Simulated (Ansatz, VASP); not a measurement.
# One calculation of ZrB2, two programs

```
CELL_PARAMETERS angstrom
3.17000 0.00000 0.00000
-1.58500 2.74530 0.00000
0.00000 0.00000 3.53300
ATOMIC_POSITIONS crystal
Zr 0.00000 0.00000 0.00000
B 0.33333 0.66667 0.50000
B 0.66667 0.33333 0.50000
```

Alike in both runs: task single point; functional PBE; k mesh 10 × 10 × 8; occupations fermi-dirac, width 0.3 eV; no spin polarisation.

|  | VASP | Ansatz |
| --- | --- | --- |
| version | VASP 6.6.1 | Ansatz 0.2.0 |
| potentials or method | VASP PAW PBE potentials, release 64 (Zr_sv, B), cutoff 500 eV | plane waves, PAW |
| valence electrons in the cell | 18 | 18 |

|  | VASP | Ansatz | Ansatz less VASP |
| --- | --- | --- | --- |
| pressure (GPa) | 1.3 | 1.1 | -0.19 |
| traceless stress, the component that is largest in VASP (GPa) | 0.41 | 0.37 | -0.035 |

The functional is the same, so the differences come from potentials, cutoffs and numerics. Ansatz's warnings: structure snapped to symmetry.
